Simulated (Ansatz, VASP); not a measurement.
One calculation of Ru, two programs

```
CELL_PARAMETERS angstrom
2.52242 0.00000 0.00000
0.00000 2.52242 0.00000
0.00000 0.00000 2.52242
ATOMIC_POSITIONS crystal
Ru 0.00000 0.00000 0.00000
```

Alike in both runs: task single point; functional revPBE; k mesh 14 × 14 × 14; occupations fermi-dirac, width 0.1 eV; no spin polarisation.

```csv
,VASP,Ansatz
version,VASP 6.6.1,Ansatz 0.2.0
potentials or method,"VASP PAW PBE potentials, release 64 (Ru_pv), cutoff 520 eV","plane waves (420 eV) with PAW, scalar-relativistic"
valence electrons in the cell,14,16
```

```csv
,VASP,Ansatz,Ansatz less VASP
pressure (GPa),0.2,0.1,-0.08
```

VASP's potentials were made for PBE, not for revPBE. VASP's potentials hold 14 valence electrons a cell and Ansatz's 16, so a difference there can come from the potentials and not from the codes.
